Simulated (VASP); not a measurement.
Write the native input for VASP 6.6.1 that does the following.

- Task: single point
- Functional: PBE
- Potentials or basis: VASP PAW PBE potentials, release 64 (K_sv)
- Cutoff: 520 eV
- k mesh: 7 × 7 × 7
- Occupations: fermi-dirac, width 0.05 eV
- Spin: no spin polarisation
- Dipole correction: no
- Further INCAR settings: ALGO = Normal; EDIFF = 1e-06; NBANDS = 10

The structure of K lies in POSCAR:

```
K
1.0
    0.0000000000      3.4365078421      3.4365078421
    3.4365078421      0.0000000000      3.4365078421
    3.4365078421      3.4365078421      0.0000000000
K
1
Direct
    0.0000000000      0.0000000000      0.0000000000
```

This cell differs from its parent crystal: volume scaled by 1.04.

These files were run (other wordings do the same):

INCAR

```
PREC = Accurate
ENCUT = 520
EDIFF = 1E-6
ISMEAR = -1
SIGMA = 0.05
LREAL = False
LASPH = True
NELM = 100
ALGO = Normal
ISIF = 2
LWAVE = False
LCHARG = False
GGA = PE
NBANDS = 10
```

KPOINTS

```
regular mesh
0
Gamma
  7 7 7
```

Potentials or basis: VASP PAW PBE potentials, release 64 (K_sv).

Launch:

```bash
$ cat potpaw_PBE.64/K_sv/POTCAR > POTCAR
$ mpirun -np 1 vasp_std > vasp.out
```

Results of the run:

| Property | Result |
| --- | --- |
| Pressure | -0.3 GPa |

It took 25 s on 1 thread of Intel Xeon 8259CL (shared host), peak memory 0.19 GiB.
